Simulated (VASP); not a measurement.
# CoSi2 (Fm-3m) in VASP: further runs, part 2 of 2

VASP 6.6.1. The steps go on from the part before.

**3. Single point, PBE**

This run uses another cell than the first one, of 12.83 Å³/atom, 1.027 times its volume.

File INCAR:

```
SYSTEM = CoSi2
  PREC = Accurate
  ENCUT = 520
  EDIFF = 1E-7
  ISMEAR = 0
  SIGMA = 0.1
  LREAL = .FALSE.
  LASPH = .TRUE.
  NELM = 100
  ALGO = Normal
  ISIF = 2
  LWAVE = .FALSE.
  LCHARG = .FALSE.
  GGA = PE
  NBANDS = 16
```

File KPOINTS:

```
Automatic mesh
0
G
  14 14 14
  0 0 0
```

File POSCAR:

```
CoSi2
1.0
    0.0000000000      2.6797904853      2.6797904853
    2.6797904853      0.0000000000      2.6797904853
    2.6797904853      2.6797904853      0.0000000000
Co Si
1 2
Direct
    0.0000000000      0.0000000000      0.0000000000
    0.7500000000      0.7500000000      0.7500000000
    0.2500000000      0.2500000000      0.2500000000
```

Potentials or basis: VASP PAW PBE potentials, release 64 (Co, Si).

Command:

```
cat potpaw_PBE.64/Co/POTCAR potpaw_PBE.64/Si/POTCAR > POTCAR
mpirun -np 1 vasp_std > vasp.out
```

OUTCAR:

```text
SYSTEM = CoSi2
   PREC = Accurate
   ENCUT = 520
   EDIFF = 1E-7
   ISMEAR = 0
   LREAL = .FALSE.
   LASPH = .TRUE.
   NELM = 100
   ISIF = 2
   GGA = PE

 ion  position               nearest neighbor table
   1  0.000  0.000  0.000-   2 2.32   2 2.32   2 2.32   2 2.32   3 2.32   3 2.32   3 2.32   3 2.32

   2  0.750  0.750  0.750-   1 2.32   1 2.32   1 2.32   1 2.32   3 2.68   3 2.68   3 2.68   3 2.68
                             3 2.68   3 2.68
   3  0.250  0.250  0.250-   1 2.32   1 2.32   1 2.32   1 2.32   2 2.68   2 2.68   2 2.68   2 2.68
                             2 2.68   2 2.68

  LATTYP: Found a face centered cubic cell.
 ALAT       =     5.3595809706

  Lattice vectors:

 A1 = (   0.0000000000,   2.6797904853,   2.6797904853)
 A2 = (   2.6797904853,   0.0000000000,   2.6797904853)
 A3 = (   2.6797904853,   2.6797904853,   0.0000000000)

Analysis of symmetry for initial positions (statically):
=====================================================================
 Subroutine PRICEL returns:
 Original cell was already a primitive cell.

 Routine SETGRP: Setting up the symmetry group for a
 face centered cubic supercell.

 Subroutine GETGRP returns: Found 48 space group operations
 (whereof 48 operations were pure point group operations)
 out of a pool of 48 trial point group operations.

The static configuration has the point symmetry O_h .

Analysis of symmetry for dynamics (positions and initial velocities):
=====================================================================
 Subroutine PRICEL returns:
 Original cell was already a primitive cell.

 Routine SETGRP: Setting up the symmetry group for a
 face centered cubic supercell.

 Subroutine GETGRP returns: Found 48 space group operations
 (whereof 48 operations were pure point group operations)
 out of a pool of 48 trial point group operations.

The dynamic configuration has the point symmetry O_h .

 Subroutine INISYM returns: Found 48 space group operations
 (whereof 48 operations are pure point group operations),
 and found     1 'primitive' translations

----------------------------------------------------------------------------------------

                                     Primitive cell

  volume of cell :      38.4886

  direct lattice vectors                    reciprocal lattice vectors
     0.000000000  2.679790485  2.679790485    -0.186581751  0.186581751  0.186581751
     2.679790485  0.000000000  2.679790485     0.186581751 -0.186581751  0.186581751
     2.679790485  2.679790485  0.000000000     0.186581751  0.186581751 -0.186581751

  length of vectors
     3.789796049  3.789796049  3.789796049     0.323169072  0.323169072  0.323169072

  position of ions in fractional coordinates (direct lattice)
     0.000000000  0.000000000  0.000000000
     0.750000000  0.750000000  0.750000000
     0.250000000  0.250000000  0.250000000

  ion indices of the primitive-cell ions
   primitive index   ion index
                 1           1
                 2           2
                 3           3

----------------------------------------------------------------------------------------

 KPOINTS: Automatic mesh

Automatic generation of k-mesh.
 Grid dimensions read from file:
 generate k-points for:   14   14   14

 Generating k-lattice:

  Cartesian coordinates                     Fractional coordinates (reciprocal lattice)
    -0.013327268  0.013327268  0.013327268     0.071428571  0.000000000  0.000000000
     0.013327268 -0.013327268  0.013327268     0.000000000  0.071428571  0.000000000
     0.013327268  0.013327268 -0.013327268     0.000000000  0.000000000  0.071428571

  Length of vectors
     0.023083505  0.023083505  0.023083505

  Shift w.r.t. Gamma in fractional coordinates (k-lattice)
     0.000000000  0.000000000  0.000000000

 Subroutine IBZKPT returns following result:
 ===========================================

 Found    104 irreducible k-points:

 Following reciprocal coordinates:
            Coordinates               Weight
  0.000000  0.000000  0.000000      1.000000
  0.071429  0.000000  0.000000      8.000000
  0.142857  0.000000  0.000000      8.000000
  0.214286  0.000000  0.000000      8.000000
  0.285714  0.000000  0.000000      8.000000
  0.357143  0.000000  0.000000      8.000000
[... 16 lines left out ...]
  0.214286  0.142857  0.000000     24.000000
  0.285714  0.142857  0.000000     24.000000
 [... further k-points ...]
   k-points           NKPTS =    104   k-points in BZ     NKDIM =    104   number of bands    NBANDS=     16
   number of dos      NEDOS =    301   number of ions     NIONS =      3
   total plane-waves  NPLWV =  21952
   dimension x,y,z NGX =    28 NGY =   28 NGZ =   28
   dimension x,y,z NGXF=    56 NGYF=   56 NGZF=   56
   ions per type =               1   2
   NGX,Y,Z   is equivalent  to a cutoff of  12.28, 12.28, 12.28 a.u.
   NGXF,Y,Z  is equivalent  to a cutoff of  24.57, 24.57, 24.57 a.u.
 SYSTEM =  CoSi2
   PREC   = accura    normal or accurate (medium, high low for compatibility)
   ISTART =      0    job   : 0-new  1-cont  2-samecut
   ICHARG =      2    charge: 1-file 2-atom 10-const
   ISPIN  =      1    spin polarized calculation?
   LNONCOLLINEAR =      F non collinear calculations
   LSORBIT =      F    spin-orbit coupling
   LASPH  =      T    aspherical Exc in radial PAW
   ENCUT  =  520.0 eV  38.22 Ry    6.18 a.u.   7.05  7.05  7.05*2*pi/ulx,y,z
   NELM   =    100;   NELMIN=  2; NELMDL= -5     # of ELM steps
   EDIFF  = 0.1E-06   stopping-criterion for ELM
   LREAL  =      F    real-space projection
   EDIFFG = 0.1E-05   stopping-criterion for IOM
   NSW    =      0    number of steps for IOM
   IBRION =     -1    ionic relax: 0-MD 1-quasi-New 2-CG
   NFREE  =      0    steps in history (QN), initial steepest desc. (CG)
   ISIF   =      2    stress and relaxation
   ISYM   =      2    0-nonsym 1-usesym 2-fastsym
   POTIM  = 0.5000    time-step for ionic-motion
   TEBEG  =    0.0;   TEEND  =   0.0 temperature during run
   PSTRESS=    0.0 pullay stress
   NELECT =      17.0000    total number of electrons
   NUPDOWN=      -1.0000    fix difference up-down
   EMIN   =  10.00;   EMAX   =-10.00  energy-range for DOS
   EFERMI =   0.00;   METHOD = LEGACY
   ISMEAR =     0;   SIGMA  =   0.10  broadening in eV -4-tet -1-fermi 0-gaus
   EFERMI_NEDOS =   21; number of points for ismear=-14 and -15
   IALGO  =     38    algorithm
   IMIX   =      4    mixing-type and parameters
     AMIX     =   0.40;   BMIX     =  1.00
     AMIX_MAG =   1.60;   BMIX_MAG =  1.00
  volume/ion in A,a.u.               =      12.83        86.58
  Fermi-wavevector in a.u.,A,eV,Ry     =   1.246753  2.356021 21.148789  1.554392
  Thomas-Fermi vector in A             =   2.380916
   LORBIT       =      0    0 simple, 1 ext, 2 COOP (PROOUT), +10 PAW based schemes
   GGA     = PE    functional components
   LHFCALC =     F    Hartree Fock is set to
   AEXX    =    0.0000 exact exchange contribution
   IVDW    =     0    specifies the selected vdW correction
   LEPSILON=     F    determine dielectric tensor
   LRPA    =     F    only Hartree local field effects (RPA)
 non-spin polarized calculation
 Gauss-broadening in eV      SIGMA  =   0.10
  energy-cutoff  :      520.00
  volume of cell :       38.49
 maximum number of plane-waves:      1056
   NGX = 15   NGY = 15   NGZ = 15

 number of electron      16.9999995 magnetization

 Free energy of the ion-electron system (eV)
  ---------------------------------------------------
  ext. energy  EPLUGINS =         0.00000000
  ---------------------------------------------------
  free energy    TOTEN  =       -19.29741666 eV

  energy without entropy =      -19.29225203  energy(sigma->0) =      -19.29483434

 E-fermi :  10.0775     XC(G=0): -11.7370

 val. band max:       10.0746350576   @ k =   0.4286   0.2143   0.0714
 cond. band min:      10.0952250090   @ k =   0.3571   0.0714   0.0000
 fundamental gap:      0.0205899513
 Fermi energy:        10.0775013161

 k-point     1 :       0.0000    0.0000    0.0000
  band No.  band energies     occupation
      1      -3.0431      2.00000
      2       5.9975      2.00000
      3       5.9975      2.00000
      4       5.9975      2.00000
      5       8.1655      2.00000
      6       8.1655      2.00000
[... 8 lines left out ...]
     15      15.7249      0.00000
     16      15.7249      0.00000
[... 419 lines left out ...]
 k-point    24 :       0.2857    0.1429    0.0000
  band No.  band energies     occupation
      1      -1.9242      2.00000
      2       4.2211      2.00000
      3       6.1335      2.00000
      4       6.2089      2.00000
      5       7.3414      2.00000
      6       8.3417      2.00000
[... 8 lines left out ...]
     15      18.3891      0.00000
     16      18.6398      0.00000

 [... further k-points ...]
[... 5 lines left out ...]
  --------------------------------------------------------------------------------------
  -------------------------------------------------------------------------------------
  Total       -0.0272875     -0.0272875     -0.0272875      0.0000000     -0.0000000     -0.0000000
  in kB       -1.1359046     -1.1359046     -1.1359046      0.0000000     -0.0000000     -0.0000000
  external PRESSURE =      -1.1359046 kB  Pullay stress =       0.0000000 kB

 VOLUME and BASIS-vectors are now :
 -----------------------------------------------------------------------------
  energy-cutoff  :      520.00
  volume of cell :       38.49
      direct lattice vectors                 reciprocal lattice vectors
     0.000000000  2.679790485  2.679790485    -0.186581751  0.186581751  0.186581751
     2.679790485  0.000000000  2.679790485     0.186581751 -0.186581751  0.186581751
     2.679790485  2.679790485  0.000000000     0.186581751  0.186581751 -0.186581751

 POSITION                                       TOTAL-FORCE (eV/Angst)
 -----------------------------------------------------------------------------------
      0.00000      0.00000      0.00000        -0.000000     -0.000000      0.000000
      4.01969      4.01969      4.01969        -0.000000     -0.000000     -0.000000
      1.33990      1.33990      1.33990         0.000000      0.000000      0.000000
 -----------------------------------------------------------------------------------
    total drift:                               -0.000000     -0.000000      0.000000

  FREE ENERGIE OF THE ION-ELECTRON SYSTEM (eV)
  ---------------------------------------------------
  free  energy   TOTEN  =       -19.2974166577 eV

  energy  without entropy=      -19.2922520266  energy(sigma->0) =      -19.29483434
```

OSZICAR:

```text
N       E                     dE             d eps       ncg     rms          rms(c)
DAV:   1     0.593343742175E+02    0.59334E+02   -0.68257E+03  3352   0.101E+03
DAV:   2    -0.176746740552E+02   -0.77009E+02   -0.69079E+02  3752   0.202E+02
DAV:   3    -0.206620737446E+02   -0.29874E+01   -0.29294E+01  4368   0.436E+01
DAV:   4    -0.207143044035E+02   -0.52231E-01   -0.52185E-01  3968   0.555E+00
DAV:   5    -0.207158581046E+02   -0.15537E-02   -0.15536E-02  4360   0.969E-01    0.143E+01
DAV:   6    -0.244466300670E+02   -0.37308E+01   -0.24903E+01  3568   0.103E+02    0.180E+01
DAV:   7    -0.193244713928E+02    0.51222E+01   -0.11119E+01  4176   0.809E+01    0.318E+00
DAV:   8    -0.193301218086E+02   -0.56504E-02   -0.75799E-01  4000   0.580E+00    0.192E+00
DAV:   9    -0.192974226536E+02    0.32699E-01   -0.89723E-02  3952   0.557E+00    0.492E-01
DAV:  10    -0.192976232467E+02   -0.20059E-03   -0.69972E-03  4656   0.133E+00    0.151E-01
DAV:  11    -0.192973869461E+02    0.23630E-03   -0.93834E-04  4288   0.572E-01    0.326E-02
DAV:  12    -0.192974181370E+02   -0.31191E-04   -0.90077E-05  3856   0.684E-02    0.187E-02
DAV:  13    -0.192974160844E+02    0.20526E-05   -0.77710E-06  4400   0.426E-02    0.787E-03
DAV:  14    -0.192974164683E+02   -0.38387E-06   -0.10400E-06  5080   0.100E-02    0.313E-03
DAV:  15    -0.192974165896E+02   -0.12138E-06   -0.76971E-08  2552   0.517E-03    0.928E-04
DAV:  16    -0.192974166577E+02   -0.68049E-07   -0.34797E-08  2080   0.201E-03
   1 F= -.19297417E+02 E0= -.19294834E+02  d E =-.516463E-02
```

stdout:

```text
POSCAR found type information on POSCAR CoSi
 POSCAR found :  2 types and       3 ions
 scaLAPACK will be used
 LDA part: xc-table for (Slater+PW92), standard interpolation
 POSCAR, INCAR and KPOINTS ok, starting setup
 FFT: planning ... GRIDC
 FFT: planning ... GRID_SOFT
 FFT: planning ... GRID
 WAVECAR not read
 entering main loop
```

Run time: 27 s. Hardware: 1 thread of Intel Xeon 6975P-C (Granite Rapids), shared host; peak memory 0.19 GiB.

What came out:

* Free energy: -19.2974 eV
* Pressure: -0.1 GPa

Levels at points of the mesh, in eV from the Fermi level:
| k point | band 7 | band 8 | band 9 | band 10 | band 11 | band 12 |
| --- | --- | --- | --- | --- | --- | --- |
| (0.00, 0.00, 0.00) | 0.73 | 3.39 | 3.39 | 3.39 | 3.44 | 3.44 |
| (0.50, 0.00, 0.00) | -1.63 | -0.48 | -0.48 | 2.68 | 3.39 | 3.39 |
| (0.50, 0.50, 0.00) | -1.96 | -1.92 | -1.34 | 1.55 | 2.91 | 8.54 |

Spin polarisation is off, so any magnetic state and its effect on volume and gap are missing.

**4. Relaxation of cell and atoms, PBE**

File INCAR:

```
PREC = Accurate
ENCUT = 600
EDIFF = 1E-6
ISMEAR = 0
SIGMA = 0.1
LREAL = False
LASPH = True
NELM = 100
ALGO = Normal
ISIF = 3
LWAVE = False
LCHARG = False
GGA = PE
IBRION = 2
NSW = 100
EDIFFG = -0.005
```

File KPOINTS:

```
Automatic mesh
0
Gamma
  14 14 14
```

File POSCAR:

```
CoSi2
1.0
    0.0000000000      2.6564198400      2.6564198400
    2.6564198400      0.0000000000      2.6564198400
    2.6564198400      2.6564198400      0.0000000000
Co Si
1 2
Direct
    0.0000000000      0.0000000000      0.0000000000
    0.7500000000      0.7500000000      0.7500000000
    0.2500000000      0.2500000000      0.2500000000
```

Command:

```
cat potpaw_PBE.64/Co/POTCAR potpaw_PBE.64/Si/POTCAR > POTCAR
mpirun -np 1 vasp_std > vasp.out
```

Run time: 2.8 min. Hardware: 1 thread of Intel Xeon 6975P-C, shared host; peak memory 0.22 GiB.

Results (log left out):

```yaml
Free_energy: -19.2971 eV
Relaxed_volume: 12.82 Å³/atom
Relaxed_cell: a = 3.788 Å, b = 3.788 Å, c = 3.788 Å, α = 60.00°, β = 60.00°, γ = 60.00°
Space_group_after_relaxing_to_0.05_Å: Fm-3m (No. 225)
Energy_gained_by_relaxing: 4.7 meV/atom
Ionic_steps: 5
Pressure_after_relaxing: 0.1 GPa
```

The path:
| step | energy change (eV) | largest force (eV/Å) | pressure (GPa) | volume (Å³) |
| --- | --- | --- | --- | --- |
| 1 | 0.0000 | 0.0000 | 4.85 | 37.49 |
| 2 | 0.0031 | 0.0000 | -4.80 | 39.58 |
| 3 | -0.0143 | 0.0000 | 0.14 | 38.46 |
| 4 | -0.0142 | 0.0000 | -0.11 | 38.49 |
| 5 | -0.0142 | 0.0000 | 0.06 | 38.45 |

Final structure:
```
CELL_PARAMETERS angstrom
0.00000 2.67882 2.67882
2.67882 0.00000 2.67882
2.67882 2.67882 0.00000
ATOMIC_POSITIONS crystal
Co 0.00000 0.00000 0.00000
Si 0.75000 0.75000 0.75000
Si 0.25000 0.25000 0.25000
```

Levels at points of the mesh, in eV from the Fermi level:
```tsv
k point	band 5	band 6	band 7	band 8	band 9	band 10	band 11	band 12
(0.00, 0.00, 0.00)	-1.92	-1.92	0.74	3.39	3.39	3.39	3.44	3.44
(0.50, 0.00, 0.00)	-2.18	-1.64	-1.64	-0.49	-0.49	2.68	3.39	3.39
(0.50, 0.50, 0.00)	-3.67	-1.96	-1.96	-1.92	-1.34	1.56	2.91	8.54
```

**5. Single point, PBE**

This run uses another cell than the first one, of 12.83 Å³/atom, 1.027 times its volume.

File INCAR:

```
PREC = Accurate
ENCUT = 520
EDIFF = 1E-7
ISMEAR = 0
SIGMA = 0.1
LREAL = False
LASPH = True
NELM = 60
ALGO = Normal
ISIF = 2
LWAVE = False
LCHARG = False
GGA = PE
ISYM = 0
NBANDS = 16
```

File KPOINTS:

```
regular mesh
0
Gamma
  9 9 11
```

File POSCAR:

```
CoSi2
1.0
    3.7897960487      0.0000000000      0.0000000000
   -1.8948980243      3.2820596533      0.0000000000
    1.8948980243      1.0940198844      3.0943555162
Co Si
1 2
Direct
    0.0000000000      0.0000000000      0.0000000000
    0.5000000000      0.2500000000      0.2500000000
    0.5000000000      0.7500000000      0.7500000000
```

Command:

```
cat potpaw_PBE.64/Co/POTCAR potpaw_PBE.64/Si/POTCAR > POTCAR
mpirun -np 1 vasp_std > vasp.out
```

Wall time 2.1 min (1 thread of Intel Xeon 6975P-C (Granite Rapids), shared host); peak memory 0.36 GiB.

The run converged. Its results:

```
Free energy : -19.2973 eV
Pressure    : -0.1 GPa
```

Levels at points of the mesh, in eV from the Fermi level:
```
           k point  band 7  band 8  band 9  band 10  band 11  band 12
(0.00, 0.00, 0.00)    0.74    3.41    3.41     3.41     3.46     3.46
```

Spin polarisation is off, so any magnetic state and its effect on volume and gap are missing.

**6. The runs side by side**

| task | cell | k mesh | cutoff (eV) | gap on the mesh (eV) | pressure (GPa) |
| --- | --- | --- | --- | --- | --- |
| single point | a = 3.757 Å, angles 60.0°, 3 atoms | 6 × 6 × 6 | 520 | none | 4.9 |
| single point | a = 3.790 Å, angles 60.0°, 3 atoms | 14 × 14 × 14 | 520 | none | -0.1 |
| relaxation of cell and atoms | relaxed from a = 3.757 Å, angles 60.0°, 3 atoms | 14 × 14 × 14 | 600 | none | 0.1 |
| single point | a = 3.790 Å, angles 90.0, 60.0, 120.0°, 3 atoms | 9 × 9 × 11 | 520 | none | -0.1 |

Alike in all rows: level PBE; potentials or basis VASP PAW PBE potentials, release 64 (Co, Si); no spin polarisation; smearing gaussian 0.1 eV.

Total energies depend on the potentials used, so only differences within one code and one set of settings carry meaning.
